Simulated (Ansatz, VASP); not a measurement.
## Ti2W: VASP beside Ansatz

The input INCAR:

```
SYSTEM = Ti2W
PREC = Accurate ; ENCUT = 600
EDIFF = 1E-7 ; ISMEAR = 0
SIGMA = 0.1 ; LREAL = .FALSE.
LASPH = .TRUE. ; NELM = 80
ALGO = Normal ; ISIF = 3
LWAVE = .FALSE. ; LCHARG = .FALSE.
GGA = PE ; IBRION = 2
NSW = 90 ; EDIFFG = -0.04
```

KPOINTS

```
Automatic mesh
0
G
  6 6 2
  0 0 0
```

Contents of POSCAR:

```
Ti2W
1.0
    2.8165785800      0.0000000000      0.0000000000
   -1.4082892900      2.4392286000      0.0000000000
    0.0000000000      0.0000000000     13.3500314200
Ti W
4 2
Direct
    0.3333333300      0.6666666700      0.9166666700
    0.3333333300      0.6666666700      0.5833333300
    0.6666666700      0.3333333300      0.0833333300
    0.6666666700      0.3333333300      0.4166666700
    0.3333333300      0.6666666700      0.2500000000
    0.6666666700      0.3333333300      0.7500000000
```

Input for Ansatz:

```yaml
crystal:
  lattice:
    - [2.81657858, 0.0, 0.0]
    - [-1.40828929, 2.4392286, 0.0]
    - [0.0, 0.0, 13.35003142]
  atoms:
    - { symbol: Ti, position: [0.33333333, 0.66666667, 0.91666667] }
    - { symbol: Ti, position: [0.33333333, 0.66666667, 0.58333333] }
    - { symbol: Ti, position: [0.66666667, 0.33333333, 0.08333333] }
    - { symbol: Ti, position: [0.66666667, 0.33333333, 0.41666667] }
    - { symbol: W, position: [0.33333333, 0.66666667, 0.25] }
    - { symbol: W, position: [0.66666667, 0.33333333, 0.75] }
basis:
  ecutwfc: 420
kpoints:
  mp_grid: { grid: [6, 6, 2] }
hamiltonian:
  xc: pbe
scf:
  occupations: { method: gaussian, width: 0.1 }
  lower_state_search: "off"
output:
  forces: true
  stress: true
  eigenvalues: true
relax:
  adjacent_minimum: "off"
  f_tol: 0.04
  max_steps: 70
  cell: { stress_tol: 0.4 }
```

Alike in both runs: task relaxation of cell and atoms; functional PBE; k mesh 6 × 6 × 2; occupations gaussian, width 0.1 eV; no spin polarisation.

|  | VASP | Ansatz |
| --- | --- | --- |
| version | VASP 6.6.1 | Ansatz 0.2.0 |
| potentials or method | VASP PAW PBE potentials, release 64 (Ti_sv, W_sv), cutoff 600 eV | scalar-relativistic, plane waves, PAW |
| valence electrons in the cell | 76 | 76 |

|  | VASP | Ansatz | Ansatz less VASP |
| --- | --- | --- | --- |
| gap on the k mesh at the Fermi level, each at its own relaxed structure (eV) | none | none | - |
| relaxed volume (Å³/atom) | 16.80 | 16.82 | +0.023 |
| relaxed length of the cell vector where the two differ most in proportion (Å) | 2.855 | 2.857 | +0.0020 |

A gap of «none» marks a metal or a gap that the smearing closes.

The k mesh is coarse, so the values compare programs but aren't converged. Neither program's run includes spin-orbit coupling.
